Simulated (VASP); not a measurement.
# Zr2NbTe4 (I-42m) in VASP: single point with PBE

Aim: the single point of Zr2NbTe4 with PBE.

All numbers are computed with VASP 6.6.1; they aren't measurements. Logs are shortened: lines on timing, memory, paths and dates and some standing lists are left out, and cuts for length are marked.

## 1. The cell of the first run

Symmetry: I-42m, No. 121, tetragonal system. Conventional cell: a = 6.304 Å, b = 6.304 Å, c = 12.989 Å, α = 90.00°, β = 90.00°, γ = 90.00°. Zr (site symmetry 222) has 4 Te at 2.82 Å and 2 Nb at 3.15 Å within 3.7 Å. Nb (site symmetry -42m) has 4 Te at 2.80 Å and 4 Zr at 3.15 Å within 3.7 Å. Te (site symmetry m) has 1 Nb at 2.80 Å and 2 Zr at 2.82 Å within 3.7 Å.

The cell was generated, and may not be a known phase.

## 2. Single point, PBE

The input, INCAR:

```
PREC = Accurate
ENCUT = 500
EDIFF = 1E-6
ISMEAR = 0
SIGMA = 0.2
LREAL = False
LASPH = True
NELM = 120
ALGO = Normal
ISIF = 2
LWAVE = False
LCHARG = False
GGA = PE
NBANDS = 40
GGA_COMPAT = False
```

The input, KPOINTS:

```
Automatic mesh
0
Gamma
  4 4 4
```

The input, POSCAR:

```
Zr2NbTe4
1.0
   -3.1520236898      3.1520236898      6.4943762964
    3.1520236898     -3.1520236898      6.4943762964
    3.1520236898      3.1520236898     -6.4943762964
Zr Nb Te
2 1 4
Direct
    0.0000000000      0.5000000000      0.5000000000
    0.5000000000      0.0000000000      0.5000000000
    0.0000000000      0.0000000000      0.0000000000
    0.8862325032      0.3802086838      0.0000000000
    0.3802086838      0.8862325032      0.0000000000
    0.6197913162      0.6197913162      0.5060238194
    0.1137674968      0.1137674968      0.4939761806
```

Potentials or basis: VASP PAW PBE potentials, release 64 (Zr_sv, Nb_sv, Te).

Command:

```console
$ cat potpaw_PBE.64/Zr_sv/POTCAR potpaw_PBE.64/Nb_sv/POTCAR potpaw_PBE.64/Te/POTCAR > POTCAR
$ mpirun -np 1 vasp_std > vasp.out
```

OUTCAR:

```text
PREC = Accurate
   ENCUT = 500
   EDIFF = 1E-6
   ISMEAR = 0
   LREAL = False
   LASPH = True
   NELM = 120
   ISIF = 2
   GGA = PE

 ion  position               nearest neighbor table
   1  0.000  0.500  0.500-   5 2.82   6 2.82   7 2.82   4 2.82   3 3.15   3 3.15
   2  0.500  0.000  0.500-   4 2.82   6 2.82   7 2.82   5 2.82   3 3.15   3 3.15
   3  0.000  0.000  0.000-   4 2.80   5 2.80   6 2.80   7 2.80   1 3.15   2 3.15   1 3.15   2 3.15

   4  0.886  0.380  0.000-   3 2.80   2 2.82   1 2.82
   5  0.380  0.886  0.000-   3 2.80   1 2.82   2 2.82
   6  0.620  0.620  0.506-   3 2.80   2 2.82   1 2.82
   7  0.114  0.114  0.494-   3 2.80   2 2.82   1 2.82

  LATTYP: Found a body centered tetragonal cell.
 ALAT       =     6.3040473796
 C/A-ratio  =     2.0603830858

  Lattice vectors:

 A1 = (  -3.1520236898,   3.1520236898,   6.4943762964)
 A2 = (   3.1520236898,  -3.1520236898,   6.4943762964)
 A3 = (   3.1520236898,   3.1520236898,  -6.4943762964)

Analysis of symmetry for initial positions (statically):
=====================================================================
 Subroutine PRICEL returns:
 Original cell was already a primitive cell.

 Routine SETGRP: Setting up the symmetry group for a
 body centered tetragonal supercell.

 Subroutine GETGRP returns: Found  8 space group operations
 (whereof  8 operations were pure point group operations)
 out of a pool of 16 trial point group operations.

The static configuration has the point symmetry D_2d.

Analysis of symmetry for dynamics (positions and initial velocities):
=====================================================================
 Subroutine PRICEL returns:
 Original cell was already a primitive cell.

 Routine SETGRP: Setting up the symmetry group for a
 body centered tetragonal supercell.

 Subroutine GETGRP returns: Found  8 space group operations
 (whereof  8 operations were pure point group operations)
 out of a pool of 16 trial point group operations.

The dynamic configuration has the point symmetry D_2d.

 Subroutine INISYM returns: Found  8 space group operations
 (whereof  8 operations are pure point group operations),
 and found     1 'primitive' translations

----------------------------------------------------------------------------------------

                                     Primitive cell

  volume of cell :     258.0931

  direct lattice vectors                    reciprocal lattice vectors
    -3.152023690  3.152023690  6.494376296     0.000000000  0.158628249  0.076989687
     3.152023690 -3.152023690  6.494376296     0.158628249  0.000000000  0.076989687
     3.152023690  3.152023690 -6.494376296     0.158628249  0.158628249  0.000000000

  length of vectors
     7.877019116  7.877019116  7.877019116     0.176324512  0.176324512  0.224334222

  position of ions in fractional coordinates (direct lattice)
     0.000000000  0.500000000  0.500000000
     0.500000000  0.000000000  0.500000000
     0.000000000  0.000000000  0.000000000
     0.886232503  0.380208684  0.000000000
     0.380208684  0.886232503  0.000000000
     0.619791316  0.619791316  0.506023819
     0.113767497  0.113767497  0.493976181

  ion indices of the primitive-cell ions
   primitive index   ion index
                 1           1
                 2           2
                 3           3
                 4           4
                 5           5
                 6           6
                 7           7

----------------------------------------------------------------------------------------

 KPOINTS: Automatic mesh

Automatic generation of k-mesh.
 Grid dimensions read from file:
 generate k-points for:    4    4    4

 Generating k-lattice:

  Cartesian coordinates                     Fractional coordinates (reciprocal lattice)
     0.000000000  0.039657062  0.019247422     0.250000000  0.000000000  0.000000000
     0.039657062  0.000000000  0.019247422     0.000000000  0.250000000  0.000000000
     0.039657062  0.039657062  0.000000000     0.000000000  0.000000000  0.250000000

  Length of vectors
     0.044081128  0.044081128  0.056083555

  Shift w.r.t. Gamma in fractional coordinates (k-lattice)
     0.000000000  0.000000000  0.000000000

 Subroutine IBZKPT returns following result:
 ===========================================

 Found     13 irreducible k-points:

 Following reciprocal coordinates:
            Coordinates               Weight
  0.000000  0.000000  0.000000      1.000000
  0.250000  0.000000 -0.000000      8.000000
  0.500000  0.000000 -0.000000      4.000000
  0.250000  0.250000 -0.000000      8.000000
  0.500000  0.250000 -0.000000     16.000000
 -0.250000  0.250000  0.000000      4.000000
  0.500000  0.500000 -0.000000      2.000000
  0.250000  0.250000  0.250000      2.000000
 -0.250000  0.250000  0.250000      4.000000
  0.500000  0.500000  0.250000      4.000000
 -0.250000  0.500000  0.250000      8.000000
 -0.250000 -0.250000  0.250000      2.000000
  0.500000  0.500000  0.500000      1.000000
   k-points           NKPTS =     13   k-points in BZ     NKDIM =     13   number of bands    NBANDS=     40
   number of dos      NEDOS =    301   number of ions     NIONS =      7
   total plane-waves  NPLWV = 216000
   dimension x,y,z NGX =    60 NGY =   60 NGZ =   60
   dimension x,y,z NGXF=   120 NGYF=  120 NGZF=  120
   ions per type =               2   1   4
   NGX,Y,Z   is equivalent  to a cutoff of  12.66, 12.66, 12.66 a.u.
   NGXF,Y,Z  is equivalent  to a cutoff of  25.33, 25.33, 25.33 a.u.
 SYSTEM =  unknown system
   PREC   = accura    normal or accurate (medium, high low for compatibility)
   ISTART =      0    job   : 0-new  1-cont  2-samecut
   ICHARG =      2    charge: 1-file 2-atom 10-const
   ISPIN  =      1    spin polarized calculation?
   LNONCOLLINEAR =      F non collinear calculations
   LSORBIT =      F    spin-orbit coupling
   LASPH  =      T    aspherical Exc in radial PAW
   ENCUT  =  500.0 eV  36.75 Ry    6.06 a.u.  14.36 14.36 14.36*2*pi/ulx,y,z
   NELM   =    120;   NELMIN=  2; NELMDL= -5     # of ELM steps
   EDIFF  = 0.1E-05   stopping-criterion for ELM
   LREAL  =      F    real-space projection
   EDIFFG = 0.1E-04   stopping-criterion for IOM
   NSW    =      0    number of steps for IOM
   IBRION =     -1    ionic relax: 0-MD 1-quasi-New 2-CG
   NFREE  =      0    steps in history (QN), initial steepest desc. (CG)
   ISIF   =      2    stress and relaxation
   ISYM   =      2    0-nonsym 1-usesym 2-fastsym
   POTIM  = 0.5000    time-step for ionic-motion
   TEBEG  =    0.0;   TEEND  =   0.0 temperature during run
   PSTRESS=    0.0 pullay stress
   NELECT =      61.0000    total number of electrons
   NUPDOWN=      -1.0000    fix difference up-down
   EMIN   =  10.00;   EMAX   =-10.00  energy-range for DOS
   EFERMI =   0.00;   METHOD = LEGACY
   ISMEAR =     0;   SIGMA  =   0.20  broadening in eV -4-tet -1-fermi 0-gaus
   EFERMI_NEDOS =   21; number of points for ismear=-14 and -15
   IALGO  =     38    algorithm
   IMIX   =      4    mixing-type and parameters
     AMIX     =   0.40;   BMIX     =  1.00
     AMIX_MAG =   1.60;   BMIX_MAG =  1.00
  volume/ion in A,a.u.               =      36.87       248.81
  Fermi-wavevector in a.u.,A,eV,Ry     =   1.012184  1.912750 13.939383  1.024516
  Thomas-Fermi vector in A             =   2.145278
   LORBIT       =      0    0 simple, 1 ext, 2 COOP (PROOUT), +10 PAW based schemes
   GGA     = PE    functional components
   LHFCALC =     F    Hartree Fock is set to
   AEXX    =    0.0000 exact exchange contribution
   IVDW    =     0    specifies the selected vdW correction
   LEPSILON=     F    determine dielectric tensor
   LRPA    =     F    only Hartree local field effects (RPA)
 non-spin polarized calculation
 Gauss-broadening in eV      SIGMA  =   0.20
  energy-cutoff  :      500.00
  volume of cell :      258.09
 maximum number of plane-waves:      6595
 NGX is ok and might be reduce to    60
   NGX = 29   NGY = 29   NGZ = 29

 number of electron      61.0000000 magnetization

 Free energy of the ion-electron system (eV)
  ---------------------------------------------------
  ext. energy  EPLUGINS =         0.00000000
  ---------------------------------------------------
  free energy    TOTEN  =       -42.22317675 eV

  energy without entropy =      -41.99603639  energy(sigma->0) =      -42.10960657

 E-fermi :   4.6570     XC(G=0):  -8.4803

 val. band max:        4.6532734976   @ k =   0.5000   0.0000  -0.0000
 cond. band min:       4.6829396493   @ k =   0.5000   0.2500  -0.0000
 fundamental gap:      0.0296661518
 Fermi energy:         4.6570247900

 k-point     1 :       0.0000    0.0000    0.0000
  band No.  band energies     occupation
      1     -50.4319      2.00000
      2     -44.8549      2.00000
      3     -44.8536      2.00000
      4     -26.6010      2.00000
      5     -26.4991      2.00000
      6     -26.4991      2.00000
[... 32 lines left out ...]
     39       6.7142      0.00000
     40       6.7809      0.00000

 k-point     2 :       0.2500    0.0000   -0.0000
  band No.  band energies     occupation
      1     -50.4319      2.00000
      2     -44.8547      2.00000
      3     -44.8538      2.00000
      4     -26.6009      2.00000
      5     -26.4990      2.00000
      6     -26.4930      2.00000
[... 32 lines left out ...]
     39       7.0605      0.00000
     40       7.4033      0.00000

 k-point     3 :       0.5000    0.0000   -0.0000
  band No.  band energies     occupation
      1     -50.4319      2.00000
      2     -44.8544      2.00000
      3     -44.8542      2.00000
      4     -26.6008      2.00000
      5     -26.4989      2.00000
      6     -26.4869      2.00000
[... 380 lines left out ...]
  band No.  band energies     occupation
      1     -50.4319      2.00000
      2     -44.8549      2.00000
      3     -44.8536      2.00000
      4     -26.6010      2.00000
      5     -26.4991      2.00000
      6     -26.4991      2.00000
[... 32 lines left out ...]
     39       6.8241      0.00000
     40       7.4495      0.00000

 k-point    13 :       0.5000    0.5000    0.5000
  band No.  band energies     occupation
      1     -50.4319      2.00000
      2     -44.8548      2.00000
      3     -44.8536      2.00000
      4     -26.6010      2.00000
      5     -26.4991      2.00000
      6     -26.4991      2.00000
[... 32 lines left out ...]
     39       7.0090      0.00000
     40       7.0272      0.00000

------------------------ aborting loop because EDIFF is reached ----------------------------------------

  FORCE on cell =-STRESS in cart. coord.  units (eV):
  Direction    XX          YY          ZZ          XY          YZ          ZX
  --------------------------------------------------------------------------------------
  -------------------------------------------------------------------------------------
  Total        0.0315436      0.0315436      0.3684596      0.0000000      0.0000000      0.0000000
  in kB        0.1958146      0.1958146      2.2873052      0.0000000      0.0000000      0.0000000
  external PRESSURE =       0.8929781 kB  Pullay stress =       0.0000000 kB

 VOLUME and BASIS-vectors are now :
 -----------------------------------------------------------------------------
  energy-cutoff  :      500.00
  volume of cell :      258.09
      direct lattice vectors                 reciprocal lattice vectors
    -3.152023690  3.152023690  6.494376296     0.000000000  0.158628249  0.076989687
     3.152023690 -3.152023690  6.494376296     0.158628249  0.000000000  0.076989687
     3.152023690  3.152023690 -6.494376296     0.158628249  0.158628249  0.000000000

 POSITION                                       TOTAL-FORCE (eV/Angst)
 -----------------------------------------------------------------------------------
      3.15202      0.00000      0.00000        -0.000000      0.000000      0.000000
      0.00000      3.15202      0.00000        -0.000000     -0.000000      0.000000
      0.00000      0.00000      0.00000        -0.000000      0.000000      0.000000
     -1.59500      1.59500      8.22475        -0.004455      0.004455      0.008592
      1.59500     -1.59500      8.22475         0.004455     -0.004455      0.008592
      1.59500      1.59500      4.76401         0.004455      0.004455     -0.008592
      1.55702      1.55702     -1.73037        -0.004455     -0.004455     -0.008592
 -----------------------------------------------------------------------------------
    total drift:                                0.000000      0.000000      0.000001

  FREE ENERGIE OF THE ION-ELECTRON SYSTEM (eV)
  ---------------------------------------------------
  free  energy   TOTEN  =       -42.2231767484 eV

  energy  without entropy=      -41.9960363898  energy(sigma->0) =      -42.10960657
```

It took 9.7 min on 1 thread of Intel Xeon 8259CL, shared host; peak memory 0.51 GiB.

What came out:

- Free energy: -42.2232 eV
- Pressure: 0.1 GPa
- Largest force: 0.011 eV/Å
- Band gap on the k mesh: zero (an odd number of electrons rules out a gap without spin polarisation)

Forces on the atoms (eV/Å):
```
Zr   0.000  0.000  0.000
Zr   0.000  0.000  0.000
Nb   0.000  0.000  0.000
Te  -0.004  0.004  0.009
Te   0.004 -0.004  0.009
Te   0.004  0.004 -0.009
Te  -0.004 -0.004 -0.009
```

Levels at points of the mesh, in eV from the Fermi level:
```
           k point  band 28  band 29  band 30  band 31  band 32  band 33  band 34  band 35
(0.00, 0.00, 0.00)    -1.80    -1.33    -0.34    -0.06    -0.06     0.71     0.94     1.27
(0.50, 0.00, 0.00)    -1.89    -0.93    -0.23     0.00     0.26     0.34     0.60     1.18
(0.50, 0.50, 0.00)    -2.02    -0.12     0.07     0.11     0.13     0.20     1.00     1.04
(0.50, 0.50, 0.50)    -1.53    -1.49    -0.38    -0.06    -0.06     0.66     0.97     1.26
```

Caveat: spin-orbit coupling is left out, which moves the levels of the heavy elements.

The gap in the log of VASP goes by the Fermi energy; the results here count the filled bands.